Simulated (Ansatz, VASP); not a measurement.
# C in VASP and in Ansatz

```
C
1.0
     0.00000    1.78581    1.78581
     1.78581    0.00000    1.78581
     1.78581    1.78581    0.00000
C
2
Direct
  0.00000 0.00000 0.00000
  0.25000 0.25000 0.25000
```

Alike in both runs: functional PBE; k mesh 12 × 12 × 12; occupations gaussian, width 0.02 eV; no spin polarisation.

Ansatz relaxed the structure, and its values are those at the end. VASP's run is a single point on that final structure, the one shown.

|  | VASP | Ansatz |
| --- | --- | --- |
| version | VASP 6.6.1 | Ansatz 0.2.0 |
| potentials or method | VASP PAW PBE potentials, release 64 (C), cutoff 600 eV | scalar-relativistic, plane waves, PAW |
| valence electrons in the cell | 8 | 8 |

```csv
,VASP,Ansatz,Ansatz less VASP
gap on the k mesh at the Fermi level (eV),4.14,4.15,+0.007
least direct gap on the mesh (eV),5.58,5.58,+0.002
pressure (GPa),0.0,0.0,+0.02
```

With one functional, cell and mesh, what is left measures potentials, basis and numerics.
